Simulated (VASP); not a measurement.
CoO: single point with PBE+U

Crystal: CoO.

```
CELL_PARAMETERS angstrom
1.63663 0.94491 5.28043
-1.63663 0.94491 5.28043
0.00000 -1.88982 5.28043
ATOMIC_POSITIONS crystal
Co 0.99948 0.99948 0.99948
Co 0.49949 0.49949 0.49949
O 0.37551 0.37551 0.37551
O 0.87551 0.87551 0.87551
```

```yaml
Program: VASP 6.6.1
Task: single point
Functional: PBE
Potentials_or_basis: VASP PAW PBE potentials, release 64 (Co_sv, O)
Cutoff: 600 eV
k_mesh: 12 × 12 × 12
Occupations: gaussian, width 0.02 eV
Spin: collinear spin, antiferromagnetic start
Starting_moments: "[-2.64, 2.64, 0.0, 0.0] μB"
Hubbard_terms: Co d U = 3.32 eV
Dipole_correction: no
Further_INCAR_settings: ALGO = Normal; EDIFF = 1e-06; NBANDS = 35
```

| Item | Value |
| --- | --- |
| Pressure | -2.6 GPa |
| Band gap on the k mesh | 0.88 eV |
| Net moment | 0.00 μB per cell |
| Site moments | Co -2.55, +2.55; O -0.08, +0.08 μB |
| Valence electrons inside the program's atomic spheres | Co 14.93; O 5.00 |

Levels at points of the mesh, in eV from the valence-band top:
Spin up:
| k point | band 20 | band 21 | band 22 | band 23 | band 24 | band 25 | band 26 | band 27 |
| --- | --- | --- | --- | --- | --- | --- | --- | --- |
| (0.00, 0.00, 0.00) | -1.20 | -1.20 | -0.19 | -0.19 | 0.88 | 3.45 | 3.97 | 3.97 |
| (0.50, 0.00, 0.00) | -1.79 | -1.45 | -0.65 | -0.30 | 2.20 | 2.66 | 3.32 | 6.42 |
| (0.50, 0.50, 0.00) | -1.59 | -1.48 | -0.64 | -0.58 | 2.08 | 2.96 | 3.36 | 6.12 |
| (0.50, 0.50, 0.50) | -1.39 | -1.39 | 0.00 | 0.00 | 2.74 | 3.18 | 3.96 | 3.96 |
Spin down:
```csv
k point,band 21,band 22,band 23,band 24,band 25,band 26
"(0.00, 0.00, 0.00)",-1.20,-0.19,-0.19,0.88,3.45,3.97
"(0.50, 0.00, 0.00)",-1.45,-0.65,-0.30,2.20,2.66,3.32
"(0.50, 0.50, 0.00)",-1.48,-0.64,-0.58,2.08,2.96,3.36
"(0.50, 0.50, 0.50)",-1.39,0.00,0.00,2.74,3.18,3.96
```

Eigenvalues of the final occupation matrices:
```csv
site,spin,trace,eigenvalues
site 1 d,1,2.09,0.09 0.09 0.10 0.91 0.91
site 1 d,2,4.61,0.92 0.92 0.92 0.93 0.93
site 2 d,1,4.61,0.92 0.92 0.92 0.93 0.93
site 2 d,2,2.09,0.09 0.09 0.10 0.91 0.91
```

Wall time 27 min on 1 thread of Intel(R) Xeon(R) Platinum 8488C (Sapphire Rapids) (shared host), peak memory 0.8 GiB.

A k mesh can miss the band edges. The state reached can hang on the start; a lower one may exist.
